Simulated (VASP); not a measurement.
Crystal: Si.

```
CELL_PARAMETERS angstrom
2.63919 0.00000 0.00000
-1.31960 2.28561 0.00000
0.00000 0.00000 4.55316
ATOMIC_POSITIONS crystal
Si 0.33333 0.66667 0.25000
Si 0.66667 0.33333 0.75000
```

This isn't the form of Si at room conditions, which is diamond.

Base run:

```yaml
Program: VASP 6.6.1
Functional: r2SCAN
Potentials_or_basis: VASP PAW PBE potentials, release 64 (Si)
Cutoff: 520 eV
k_mesh: 18 × 18 × 10
Occupations: gaussian, width 0.1 eV
Spin: no spin polarisation
```

Its results: band gap on the k mesh zero (bands 4 and 5 overlap by 14.28 eV); pressure 0.0 GPa.

Question: The run is repeated on the same cell with these changes: k mesh from 18 × 18 × 10 to 12 × 12 × 8; occupations from gaussian, width 0.1 eV to gaussian, width 0.15 eV. What comes out?

Answer: Band gap on the k mesh zero (bands 4 and 5 overlap by 14.28 eV); pressure -0.4 GPa.

Caveats: the PAW data sets were made with another functional, which shifts forces and pressure a little.
